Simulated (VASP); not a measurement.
Wanted: the native input for a VASP 6.6.1 run.

| Quantity | Value |
| --- | --- |
| Task | single point |
| Functional | RPBE |
| Potentials or basis | VASP PAW PBE potentials, release 64 (I, Cu) |
| Cutoff | 520 eV |
| k mesh | 8 × 8 × 8 |
| Occupations | fermi-dirac, width 0.05 eV |
| Spin | no spin polarisation |
| Dipole correction | no |
| Further INCAR settings | ALGO = Normal; EDIFF = 1e-06; NBANDS = 16 |

The structure of CuI lies in POSCAR:

```
CuI
1.0
    0.0000000000      2.9696152886      2.9696152886
    2.9696152886      0.0000000000      2.9696152886
    2.9696152886      2.9696152886      0.0000000000
I Cu
1 1
Direct
    0.0000000000      0.0000000000      0.0000000000
    0.7500000000      0.7500000000      0.7500000000
```

One way to write it, as run:

INCAR

```
  PREC = Accurate
  ENCUT = 520
  EDIFF = 1E-6
  ISMEAR = -1
  SIGMA = 0.05
  LREAL = F
  LASPH = T
  NELM = 60
  ALGO = Normal
  ISIF = 2
  LWAVE = F
  LCHARG = T
  GGA = RP
  LELF = T
  LVHAR = T
  NBANDS = 16
```

KPOINTS

```
regular mesh
0
Gamma
  8 8 8
```

Potentials or basis: VASP PAW PBE potentials, release 64 (I, Cu).

The run is started by

```console
$ cat potpaw_PBE.64/I/POTCAR potpaw_PBE.64/Cu/POTCAR > POTCAR
$ mpirun -np 1 vasp_std > vasp.out
```

Results of the run:

```json
{
 "Pressure": "5.5 GPa",
 "Band gap on the k mesh": "1.45 eV"
}
```

Caveat: the cell stands under pressure; the PAW data sets were made with another functional, which shifts forces and pressure a little; spin-orbit coupling is left out, which moves the levels of the heavy elements.

Run time: 24 s on 1 thread of AMD EPYC 7R43 64-Core Processor (Zen 3) (shared host), peak memory 0.15 GiB.
